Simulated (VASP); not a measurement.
Sr, 2 atoms in the cell. The structure is orthorhombic, space group Cmcm (No. 63). Conventional cell: a = 3.831 Å, b = 8.234 Å, c = 6.557 Å, α = 90.00°, β = 90.00°, γ = 90.00°. Within 5.0 Å of Sr (site symmetry m2m) lie 12 Sr at 3.83 to 4.54 Å.  This cell differs from its parent crystal: strain +e along x and -e along y -0.1100, strain +e along z and -e/2 along x and y -0.0467.

```yaml
Program: VASP 6.6.1
Task: single point
Functional: PBEsol
Potentials_or_basis: VASP PAW PBE potentials, release 64 (Sr_sv)
Cutoff: 520 eV
k_mesh: 12 × 12 × 8
Occupations: gaussian, width 0.15 eV
Spin: no spin polarisation
Dipole_correction: no
Further_INCAR_settings: ALGO = Fast; EDIFF = 1e-07; NBANDS = 17
```

Potentials or basis: VASP PAW PBE potentials, release 64 (Sr_sv).

The run is started by

```sh
$ cat potpaw_PBE.64/Sr_sv/POTCAR > POTCAR
$ mpirun -np 1 vasp_std > vasp.out
```

Hardware: 1 thread of Intel(R) Xeon(R) Platinum 8259CL CPU @ 2.50GHz (Skylake/Cascade Lake), with other jobs on the host.

Question: Estimate the wall time of this run.

Answer: Wall time 7.1 min on 1 thread of Intel(R) Xeon(R) Platinum 8259CL CPU @ 2.50GHz (Skylake/Cascade Lake) (shared host), peak memory 0.45 GiB. Counts: scf iterations 18, k points 215.
